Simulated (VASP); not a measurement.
**TiC: single point with PBEsol**

TiC:

```
Ti C
1.0
     0.00000    2.15930    2.15930
     2.15930    0.00000    2.15930
     2.15930    2.15930    0.00000
Ti C
1 1
Direct
  0.00000 0.00000 0.00000
  0.50000 0.50000 0.50000
```

```
Program                : VASP 6.6.1
Task                   : single point
Functional             : PBEsol
Potentials or basis    : VASP PAW PBE potentials, release 64 (Ti_sv, C)
Cutoff                 : 520 eV
k mesh                 : 11 × 11 × 11
Occupations            : methfessel-paxton, width 0.1 eV
Spin                   : no spin polarisation
Dipole correction      : no
Further INCAR settings : ALGO = Normal; EDIFF = 1e-07; NBANDS = 15
```

```yaml
Pressure: -4.3 GPa
Band_gap_on_the_k_mesh: zero (band 8 reaches 10.07 eV, above the bottom of band 9 at 8.99 eV)
```

Levels at points of the mesh, in eV from the Fermi level:
| k point | band 5 | band 6 | band 7 | band 8 | band 9 | band 10 | band 11 | band 12 |
| --- | --- | --- | --- | --- | --- | --- | --- | --- |
| (0.00, 0.00, 0.00) | -12.51 | 0.56 | 0.56 | 0.56 | 1.61 | 1.61 | 1.61 | 1.64 |

Wall time 17 s on 1 thread of Intel Xeon 8259CL, with other jobs on the host, peak memory 0.14 GiB.

Caveat: the PAW data sets were made with another functional, which shifts forces and pressure a little.
